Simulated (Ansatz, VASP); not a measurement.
Two plane-wave programs on K2BO3

```
CELL_PARAMETERS angstrom
5.98410 0.00000 0.00000
-2.99205 5.18238 0.00000
0.00000 0.00000 3.29436
ATOMIC_POSITIONS crystal
K 0.33333 0.66667 0.00000
K 0.66667 0.33333 0.00000
B 0.00000 0.00000 0.00000
O 0.50000 0.00000 0.50000
O 0.50000 0.50000 0.50000
O 0.00000 0.50000 0.50000
```

Change from the starting cell: species swapped into the GdB2Ru3 type (P6/mmm, No. 191).

Alike in both runs: task relaxation of cell and atoms; functional PBE; k mesh 3 × 3 × 6; occupations gaussian, width 0.1 eV; collinear spin.

|  | VASP | Ansatz |
| --- | --- | --- |
| version | VASP 6.6.1 | Ansatz 0.2.0 |
| potentials or method | VASP PAW PBE potentials, release 64 (K_sv, B, O), cutoff 600 eV | scalar-relativistic, plane waves, PAW |
| valence electrons in the cell | 39 | 39 |

|  | VASP | Ansatz | Ansatz less VASP |
| --- | --- | --- | --- |
| gap on the k mesh at the Fermi level, each at its own relaxed structure (eV) | none | none | - |
| net moment per atom (μB) | 0.50 | 0.50 | 0.000 |
| size of the moment on the site where the two differ most (μB) | 0.23 | 0.45 | +0.222 |
| relaxed volume (Å³/atom) | 21.27 | 21.25 | -0.016 |
| relaxed length of the cell vector where the two differ most in proportion (Å) | 3.961 | 3.987 | +0.0257 |

Site moments also hang on the region over which each program counts them. A gap of «none» marks a metal or a gap that the smearing closes.

The k mesh is coarse, so the values compare programs but aren't converged. Noted on VASP's run: the volume moved by over 15 % at a fixed basis, so the end points are rough.
